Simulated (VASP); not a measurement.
The system is BaTe.

```
Ba Te
1.0
     0.00000    3.56736    3.56736
     3.56736    0.00000    3.56736
     3.56736    3.56736    0.00000
Ba Te
1 1
Direct
  0.00000 0.00000 0.00000
  0.50000 0.50000 0.50000
```

Base run:

```yaml
Program: VASP 6.6.1
Functional: r2SCAN
Potentials_or_basis: VASP PAW PBE potentials, release 64 (Ba_sv, Te)
Cutoff: 520 eV
k_mesh: 6 × 6 × 6
Occupations: gaussian, width 0.01 eV
Spin: no spin polarisation
```

Its results: band gap on the k mesh 1.99 eV (least direct gap 2.37 eV); pressure -0.6 GPa.

Q: The run is repeated on the same cell with these changes: functional from r2SCAN to PBE; further incar settings from ALGO = Normal; EDIFF = 1e-07; NBANDS = 15 to ALGO = Normal; EDIFF = 1e-06; NBANDS = 15. What comes out?

A: Band gap on the k mesh 1.64 eV (least direct gap 2.02 eV); pressure -0.5 GPa.

Caveats: spin-orbit coupling is left out, which moves the levels of the heavy elements; the PAW data sets were made with another functional, which shifts forces and pressure a little (at least some runs).

A k mesh can miss the band edges.
